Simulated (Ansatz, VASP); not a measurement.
# TiB2 in VASP and in Ansatz

```
Ti B
1.0
     3.02920    0.00000    0.00000
    -1.51460    2.62336    0.00000
     0.00000    0.00000    3.22840
Ti B
1 2
Direct
  0.00000 0.00000 0.00000
  0.33333 0.66667 0.50000
  0.66667 0.33333 0.50000
```

Alike in both runs: task relaxation of cell and atoms; functional r2SCAN; k mesh 14 × 14 × 11; occupations fermi-dirac, width 0.05 eV; no spin polarisation.

|  | VASP | Ansatz |
| --- | --- | --- |
| version | VASP 6.6.1 | Ansatz 0.2.0 |
| potentials or method | VASP PAW PBE potentials, release 64 (Ti_sv, B) | PAW with Ansatz's default frozen-core files, scalar-relativistic |
| plane-wave cutoff (eV) | 600 | 500 |
| valence electrons in the cell | 18 | 18 |

```tsv
	VASP	Ansatz	Ansatz less VASP
relaxed volume (Å³/atom)	8.54	8.51	-0.030
relaxed cell length with the largest relative difference (Å)	3.227	3.222	-0.0056
```

VASP's potentials were made for PBE, not for r2SCAN.
